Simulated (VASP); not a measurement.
# HfN (P6_3/mmc) in VASP: further runs

Runs on HfN. Level: PBE. Tasks: single point.

Program: VASP 6.6.1. These are calculated values, not measurements. Logs are shortened: lines on timing, memory, paths and dates and some standing lists are left out, and cuts for length are marked.

## 1. The cell of the first run

It takes space group P6_3/mmc (No. 194, hexagonal). Conventional cell: a = 3.134 Å, b = 3.134 Å, c = 5.417 Å, α = 90.00°, β = 90.00°, γ = 120.00°. Hf (site symmetry -6m2) has 6 N at 2.26 Å within 3.0 Å. N (site symmetry -3m) has 6 Hf at 2.26 Å and 2 N at 2.71 Å within 3.0 Å.

## 2. Single point, PBE

INCAR reads:

```
SYSTEM = HfN
ALGO     = Normal         ! electronic algorithm
EDIFF    = 1E-6           ! SCF threshold, eV
ENCUT    = 600            ! plane-wave cutoff, eV
GGA      = PE             ! functional
GGA_COMPAT= .FALSE.      
ISIF     = 2              ! what is computed and relaxed
ISMEAR   = 0              ! smearing method
LASPH    = .TRUE.         ! aspherical terms in the spheres
LCHARG   = .FALSE.        ! write CHGCAR
LREAL    = .FALSE.        ! projectors in reciprocal space
LWAVE    = .FALSE.        ! write WAVECAR
NBANDS   = 23             ! bands
NELM     = 120            ! most SCF steps
PREC     = Accurate       ! precision mode
SIGMA    = 0.1            ! smearing width, eV
```

KPOINTS reads:

```
k-points
0
G
  6 6 4
  0 0 0
```

POSCAR reads:

```
HfN
1.0
    3.1339080219      0.0000000000      0.0000000000
   -1.5669540110      2.7140439601      0.0000000000
    0.0000000000      0.0000000000      5.4167677200
Hf N
2 2
Direct
    0.6666666667      0.3333333333      0.7500000000
    0.3333333333      0.6666666667      0.2500000000
    0.0000000000      0.0000000000      0.0000000000
    0.0000000000      0.0000000000      0.5000000000
```

Potentials or basis: VASP PAW PBE potentials, release 64 (Hf_pv, N).

On the command line:

```sh
$ cat potpaw_PBE.64/Hf_pv/POTCAR potpaw_PBE.64/N/POTCAR > POTCAR
$ mpirun -np 1 vasp_std > vasp.out
```

OUTCAR:

```text
SYSTEM = HfN
   EDIFF = 1E-6
   ENCUT = 600
   GGA = PE
   ISIF = 2
   ISMEAR = 0
   LASPH = .TRUE.
   LREAL = .FALSE.
   NELM = 120
   PREC = Accurate

 ion  position               nearest neighbor table
   1  0.667  0.333  0.750-   3 2.26   4 2.26   3 2.26   4 2.26   3 2.26   4 2.26   2 3.26   2 3.26
                             2 3.26   2 3.26   2 3.26   2 3.26
   2  0.333  0.667  0.250-   3 2.26   4 2.26   3 2.26   4 2.26   3 2.26   4 2.26   1 3.26   1 3.26
                             1 3.26   1 3.26   1 3.26   1 3.26
   3  0.000  0.000  0.000-   1 2.26   2 2.26   1 2.26   2 2.26   1 2.26   2 2.26
   4  0.000  0.000  0.500-   1 2.26   2 2.26   1 2.26   2 2.26   1 2.26   2 2.26

  LATTYP: Found a hexagonal cell.
 ALAT       =     3.1339080219
 C/A-ratio  =     1.7284386402

  Lattice vectors:

 A1 = (   3.1339080219,   0.0000000000,   0.0000000000)
 A2 = (  -1.5669540110,   2.7140439601,   0.0000000000)
 A3 = (   0.0000000000,   0.0000000000,   5.4167677200)

Analysis of symmetry for initial positions (statically):
=====================================================================
 Subroutine PRICEL returns:
 Original cell was already a primitive cell.

 Routine SETGRP: Setting up the symmetry group for a
 hexagonal supercell.

 Subroutine GETGRP returns: Found 24 space group operations
 (whereof 12 operations were pure point group operations)
 out of a pool of 24 trial point group operations.

The static configuration has the point symmetry D_3d.
 The point group associated with its full space group is D_6h.

Analysis of symmetry for dynamics (positions and initial velocities):
=====================================================================
 Subroutine PRICEL returns:
 Original cell was already a primitive cell.

 Routine SETGRP: Setting up the symmetry group for a
 hexagonal supercell.

 Subroutine GETGRP returns: Found 24 space group operations
 (whereof 12 operations were pure point group operations)
 out of a pool of 24 trial point group operations.

The dynamic configuration has the point symmetry D_3d.
 The point group associated with its full space group is D_6h.

 Subroutine INISYM returns: Found 24 space group operations
 (whereof 12 operations are pure point group operations),
 and found     1 'primitive' translations

----------------------------------------------------------------------------------------

                                     Primitive cell

  volume of cell :      46.0727

  direct lattice vectors                    reciprocal lattice vectors
     3.133908022  0.000000000  0.000000000     0.319090411  0.184226935  0.000000000
    -1.566954011  2.714043960  0.000000000     0.000000000  0.368453870  0.000000000
     0.000000000  0.000000000  5.416767720     0.000000000  0.000000000  0.184611940

  length of vectors
     3.133908022  3.133908022  5.416767720     0.368453870  0.368453870  0.184611940

  position of ions in fractional coordinates (direct lattice)
     0.666666667  0.333333333  0.750000000
     0.333333333  0.666666667  0.250000000
     0.000000000  0.000000000  0.000000000
     0.000000000  0.000000000  0.500000000

  ion indices of the primitive-cell ions
   primitive index   ion index
                 1           1
                 2           2
                 3           3
                 4           4

----------------------------------------------------------------------------------------

 KPOINTS: k-points

Automatic generation of k-mesh.
 Grid dimensions read from file:
 generate k-points for:    6    6    4

 Generating k-lattice:

  Cartesian coordinates                     Fractional coordinates (reciprocal lattice)
     0.053181735  0.030704489  0.000000000     0.166666667  0.000000000  0.000000000
     0.000000000  0.061408978  0.000000000     0.000000000  0.166666667  0.000000000
     0.000000000  0.000000000  0.046152985     0.000000000  0.000000000  0.250000000

  Length of vectors
     0.061408978  0.061408978  0.046152985

  Shift w.r.t. Gamma in fractional coordinates (k-lattice)
     0.000000000  0.000000000  0.000000000

 Subroutine IBZKPT returns following result:
 ===========================================

 Found     21 irreducible k-points:

 Following reciprocal coordinates:
            Coordinates               Weight
  0.000000  0.000000  0.000000      1.000000
  0.166667  0.000000  0.000000      6.000000
  0.333333  0.000000  0.000000      6.000000
  0.500000  0.000000  0.000000      3.000000
  0.166667  0.166667  0.000000      6.000000
  0.333333  0.166667  0.000000     12.000000
[... 13 lines left out ...]
  0.333333  0.166667  0.500000     12.000000
  0.333333  0.333333  0.500000      2.000000
   k-points           NKPTS =     21   k-points in BZ     NKDIM =     21   number of bands    NBANDS=     23
   number of dos      NEDOS =    301   number of ions     NIONS =      4
   total plane-waves  NPLWV =  37632
   dimension x,y,z NGX =    28 NGY =   28 NGZ =   48
   dimension x,y,z NGXF=    56 NGYF=   56 NGZF=   96
   ions per type =               2   2
   NGX,Y,Z   is equivalent  to a cutoff of  14.85, 14.85, 14.73 a.u.
   NGXF,Y,Z  is equivalent  to a cutoff of  29.71, 29.71, 29.46 a.u.
 SYSTEM =  HfN
   PREC   = accura    normal or accurate (medium, high low for compatibility)
   ISTART =      0    job   : 0-new  1-cont  2-samecut
   ICHARG =      2    charge: 1-file 2-atom 10-const
   ISPIN  =      1    spin polarized calculation?
   LNONCOLLINEAR =      F non collinear calculations
   LSORBIT =      F    spin-orbit coupling
   LASPH  =      T    aspherical Exc in radial PAW
   ENCUT  =  600.0 eV  44.10 Ry    6.64 a.u.   6.26  6.26 10.82*2*pi/ulx,y,z
   NELM   =    120;   NELMIN=  2; NELMDL= -5     # of ELM steps
   EDIFF  = 0.1E-05   stopping-criterion for ELM
   LREAL  =      F    real-space projection
   EDIFFG = 0.1E-04   stopping-criterion for IOM
   NSW    =      0    number of steps for IOM
   IBRION =     -1    ionic relax: 0-MD 1-quasi-New 2-CG
   NFREE  =      0    steps in history (QN), initial steepest desc. (CG)
   ISIF   =      2    stress and relaxation
   ISYM   =      2    0-nonsym 1-usesym 2-fastsym
   POTIM  = 0.5000    time-step for ionic-motion
   TEBEG  =    0.0;   TEEND  =   0.0 temperature during run
   PSTRESS=    0.0 pullay stress
   NELECT =      30.0000    total number of electrons
   NUPDOWN=      -1.0000    fix difference up-down
   EMIN   =  10.00;   EMAX   =-10.00  energy-range for DOS
   EFERMI =   0.00;   METHOD = LEGACY
   ISMEAR =     0;   SIGMA  =   0.10  broadening in eV -4-tet -1-fermi 0-gaus
   EFERMI_NEDOS =   21; number of points for ismear=-14 and -15
   IALGO  =     38    algorithm
   IMIX   =      4    mixing-type and parameters
     AMIX     =   0.40;   BMIX     =  1.00
     AMIX_MAG =   1.60;   BMIX_MAG =  1.00
  volume/ion in A,a.u.               =      11.52        77.73
  Fermi-wavevector in a.u.,A,eV,Ry     =   1.418951  2.681429 27.394278  2.013423
  Thomas-Fermi vector in A             =   2.540023
   LORBIT       =      0    0 simple, 1 ext, 2 COOP (PROOUT), +10 PAW based schemes
   GGA     = PE    functional components
   LHFCALC =     F    Hartree Fock is set to
   AEXX    =    0.0000 exact exchange contribution
   IVDW    =     0    specifies the selected vdW correction
   LEPSILON=     F    determine dielectric tensor
   LRPA    =     F    only Hartree local field effects (RPA)
 non-spin polarized calculation
 Gauss-broadening in eV      SIGMA  =   0.10
  energy-cutoff  :      600.00
  volume of cell :       46.07
 maximum number of plane-waves:      1581
 NGX is ok and might be reduce to    28
   NGX = 13   NGY = 13   NGZ = 21

 number of electron      29.9999998 magnetization

 Free energy of the ion-electron system (eV)
  ---------------------------------------------------
  ext. energy  EPLUGINS =         0.00000000
  ---------------------------------------------------
  free energy    TOTEN  =       -43.39043855 eV

  energy without entropy =      -43.38077689  energy(sigma->0) =      -43.38560772

 E-fermi :   7.7871     XC(G=0): -12.7446

 val. band max:        7.7704483133   @ k =   0.3333   0.1667   0.5000
 cond. band min:       8.0541022156   @ k =   0.3333   0.3333   0.0000
 fundamental gap:      0.2836539023
 Fermi energy:         7.7871070929

 k-point     1 :       0.0000    0.0000    0.0000
  band No.  band energies     occupation
      1     -23.7804      2.00000
      2     -22.9222      2.00000
      3     -22.8223      2.00000
      4     -22.8223      2.00000
      5     -22.7618      2.00000
      6     -22.7618      2.00000
[... 15 lines left out ...]
     22      13.5612      0.00000
     23      13.5612      0.00000

 k-point     2 :       0.1667    0.0000    0.0000
  band No.  band energies     occupation
      1     -23.6853      2.00000
      2     -23.0490      2.00000
      3     -22.9679      2.00000
      4     -22.9325      2.00000
      5     -22.8881      2.00000
      6     -22.7866      2.00000
[... 15 lines left out ...]
     22      12.7916      0.00000
     23      13.1145      0.00000

 k-point     3 :       0.3333    0.0000    0.0000
  band No.  band energies     occupation
      1     -23.4945      2.00000
      2     -23.4615      2.00000
      3     -23.3354      2.00000
      4     -23.0030      2.00000
      5     -22.9828      2.00000
      6     -22.8502      2.00000
[... 15 lines left out ...]
     22      13.6316      0.00000
     23      14.1022      0.00000
[... 417 lines left out ...]
 k-point    20 :       0.3333    0.1667    0.5000
  band No.  band energies     occupation
      1     -23.5904      2.00000
      2     -23.5904      2.00000
      3     -23.1702      2.00000
      4     -23.1702      2.00000
      5     -23.0007      2.00000
      6     -23.0007      2.00000
[... 15 lines left out ...]
     22      13.7619      0.00000
     23      14.6295      0.00000

 k-point    21 :       0.3333    0.3333    0.5000
  band No.  band energies     occupation
      1     -23.4509      2.00000
      2     -23.4509      2.00000
      3     -23.4105      2.00000
      4     -23.4105      2.00000
      5     -23.0040      2.00000
      6     -23.0040      2.00000
[... 15 lines left out ...]
     22      14.0546      0.00000
     23      14.5609      0.00000

------------------------ aborting loop because EDIFF is reached ----------------------------------------

  FORCE on cell =-STRESS in cart. coord.  units (eV):
  Direction    XX          YY          ZZ          XY          YZ          ZX
  --------------------------------------------------------------------------------------
  -------------------------------------------------------------------------------------
  Total        0.9686159      0.9686159      1.3670143     -0.0000000      0.0000000     -0.0000000
  in kB       33.6836253     33.6836253     47.5379341     -0.0000000      0.0000000     -0.0000000
  external PRESSURE =      38.3017283 kB  Pullay stress =       0.0000000 kB

 VOLUME and BASIS-vectors are now :
 -----------------------------------------------------------------------------
  energy-cutoff  :      600.00
  volume of cell :       46.07
      direct lattice vectors                 reciprocal lattice vectors
     3.133908022  0.000000000  0.000000000     0.319090411  0.184226935  0.000000000
    -1.566954011  2.714043960  0.000000000     0.000000000  0.368453870  0.000000000
     0.000000000  0.000000000  5.416767720     0.000000000  0.000000000  0.184611940

 POSITION                                       TOTAL-FORCE (eV/Angst)
 -----------------------------------------------------------------------------------
      1.56695      0.90468      4.06258         0.000000      0.000000      0.000000
     -0.00000      1.80936      1.35419        -0.000000      0.000000      0.000000
      0.00000      0.00000      0.00000        -0.000000      0.000000      0.000000
      0.00000      0.00000      2.70838         0.000000      0.000000      0.000000
 -----------------------------------------------------------------------------------
    total drift:                                0.000000     -0.000000      0.000000

  FREE ENERGIE OF THE ION-ELECTRON SYSTEM (eV)
  ---------------------------------------------------
  free  energy   TOTEN  =       -43.3904385532 eV

  energy  without entropy=      -43.3807768943  energy(sigma->0) =      -43.38560772
```

Wall time 31 s (1 thread of Intel Xeon 6975P-C, shared host); peak memory 0.19 GiB.

Results:

* Free energy: -43.3904 eV
* Pressure: 3.8 GPa
* Band gap on the k mesh: zero (band 15 reaches 9.80 eV, above the bottom of band 16 at 7.49 eV)

Caveat: the k points lie up to 0.39 Å⁻¹ apart; spin-orbit coupling is left out, which moves the levels of the heavy elements.

## 3. Single point, PBE

INCAR reads:

```
PREC = Accurate
ENCUT = 600
EDIFF = 1E-6
ISMEAR = 0
SIGMA = 0.21
LREAL = F
LASPH = T
NELM = 120
ALGO = Normal
ISIF = 2
LWAVE = F
LCHARG = F
GGA = PE
NBANDS = 23
GGA_COMPAT = F
```

KPOINTS reads:

```
regular mesh
0
Gamma
  6 6 4
```

POSCAR is that of step 2.

Potentials or basis: VASP PAW PBE potentials, release 64 (Hf_pv, N).

On the command line:

```sh
$ cat potpaw_PBE.64/Hf_pv/POTCAR potpaw_PBE.64/N/POTCAR > POTCAR
$ mpirun -np 1 vasp_std > vasp.out
```

OUTCAR:

```text
PREC = Accurate
   ENCUT = 600
   EDIFF = 1E-6
   ISMEAR = 0
   LREAL = F
   LASPH = T
   NELM = 120
   ISIF = 2
   GGA = PE

 ion  position               nearest neighbor table
   1  0.667  0.333  0.750-   3 2.26   4 2.26   3 2.26   4 2.26   3 2.26   4 2.26   2 3.26   2 3.26
                             2 3.26   2 3.26   2 3.26   2 3.26
   2  0.333  0.667  0.250-   3 2.26   4 2.26   3 2.26   4 2.26   3 2.26   4 2.26   1 3.26   1 3.26
                             1 3.26   1 3.26   1 3.26   1 3.26
   3  0.000  0.000  0.000-   1 2.26   2 2.26   1 2.26   2 2.26   1 2.26   2 2.26
   4  0.000  0.000  0.500-   1 2.26   2 2.26   1 2.26   2 2.26   1 2.26   2 2.26

  LATTYP: Found a hexagonal cell.
 ALAT       =     3.1339080219
 C/A-ratio  =     1.7284386402

  Lattice vectors:

 A1 = (   3.1339080219,   0.0000000000,   0.0000000000)
 A2 = (  -1.5669540110,   2.7140439601,   0.0000000000)
 A3 = (   0.0000000000,   0.0000000000,   5.4167677200)

Analysis of symmetry for initial positions (statically):
=====================================================================
 Subroutine PRICEL returns:
[... 173 lines left out ...]

 E-fermi :   7.8202     XC(G=0): -12.7445

 val. band max:        7.7707873995   @ k =   0.3333   0.1667   0.5000
 cond. band min:       8.0545426030   @ k =   0.3333   0.3333   0.0000
 fundamental gap:      0.2837552034
 Fermi energy:         7.8202428475

 k-point     1 :       0.0000    0.0000    0.0000
  band No.  band energies     occupation
      1     -23.7801      2.00000
      2     -22.9219      2.00000
      3     -22.8212      2.00000
      4     -22.8212      2.00000
      5     -22.7607      2.00000
      6     -22.7607      2.00000
[... 535 lines left out ...]
     22      14.0549      0.00000
     23      14.5614      0.00000

------------------------ aborting loop because EDIFF is reached ----------------------------------------

  FORCE on cell =-STRESS in cart. coord.  units (eV):
  Direction    XX          YY          ZZ          XY          YZ          ZX
  --------------------------------------------------------------------------------------
  -------------------------------------------------------------------------------------
  Total        0.9795144      0.9795144      1.3443348     -0.0000000     -0.0000000      0.0000000
  in kB       34.0626218     34.0626218     46.7492545     -0.0000000     -0.0000000      0.0000000
  external PRESSURE =      38.2914994 kB  Pullay stress =       0.0000000 kB

 VOLUME and BASIS-vectors are now :
 -----------------------------------------------------------------------------
  energy-cutoff  :      600.00
  volume of cell :       46.07
      direct lattice vectors                 reciprocal lattice vectors
     3.133908022  0.000000000  0.000000000     0.319090411  0.184226935  0.000000000
    -1.566954011  2.714043960  0.000000000     0.000000000  0.368453870  0.000000000
     0.000000000  0.000000000  5.416767720     0.000000000  0.000000000  0.184611940

 POSITION                                       TOTAL-FORCE (eV/Angst)
 -----------------------------------------------------------------------------------
      1.56695      0.90468      4.06258         0.000000      0.000000      0.000000
     -0.00000      1.80936      1.35419        -0.000000     -0.000000      0.000000
      0.00000      0.00000      0.00000        -0.000000      0.000000      0.000000
      0.00000      0.00000      2.70838        -0.000000      0.000000      0.000000
 -----------------------------------------------------------------------------------
    total drift:                                0.000000     -0.000000      0.000000

  FREE ENERGIE OF THE ION-ELECTRON SYSTEM (eV)
  ---------------------------------------------------
  free  energy   TOTEN  =       -43.4023604610 eV

  energy  without entropy=      -43.3760653380  energy(sigma->0) =      -43.38921290
```

OSZICAR:

```text
N       E                     dE             d eps       ncg     rms          rms(c)
DAV:   1     0.123711336108E+03    0.12371E+03   -0.18151E+04   966   0.147E+03
DAV:   2    -0.422059651825E+02   -0.16592E+03   -0.15761E+03  1251   0.342E+02
DAV:   3    -0.494640151333E+02   -0.72580E+01   -0.71675E+01  1261   0.564E+01
DAV:   4    -0.495392525784E+02   -0.75237E-01   -0.74757E-01  1152   0.620E+00
DAV:   5    -0.495401624735E+02   -0.90990E-03   -0.90968E-03  1320   0.549E-01    0.740E+01
DAV:   6    -0.435628167938E+02    0.59773E+01   -0.26830E+01  1210   0.280E+01    0.573E+01
DAV:   7    -0.434372869960E+02    0.12553E+00   -0.18371E+00  1128   0.871E+00    0.247E+01
DAV:   8    -0.434110529624E+02    0.26234E-01   -0.12157E-01  1214   0.248E+00    0.416E+00
DAV:   9    -0.434036892982E+02    0.73637E-02   -0.51526E-02  1141   0.123E+00    0.310E+00
DAV:  10    -0.434026724609E+02    0.10168E-02   -0.11312E-02  1150   0.653E-01    0.113E+00
DAV:  11    -0.434023589728E+02    0.31349E-03   -0.13814E-03  1205   0.244E-01    0.388E-02
DAV:  12    -0.434023606916E+02   -0.17188E-05   -0.74586E-05  1200   0.621E-02    0.137E-01
DAV:  13    -0.434023604610E+02    0.23060E-06   -0.48396E-06  1037   0.150E-02
   1 F= -.43402360E+02 E0= -.43389213E+02  d E =-.262951E-01
```

Wall time 36 s (1 thread of Intel Xeon 6975P-C, shared host); peak memory 0.19 GiB.

Results:

```
Free energy            : -43.4024 eV
Pressure               : 3.8 GPa
Band gap on the k mesh : zero (band 15 reaches 9.80 eV, above the bottom of band 16 at 7.49 eV)
```

Caveat: the k points lie up to 0.39 Å⁻¹ apart; spin-orbit coupling is left out, which moves the levels of the heavy elements.
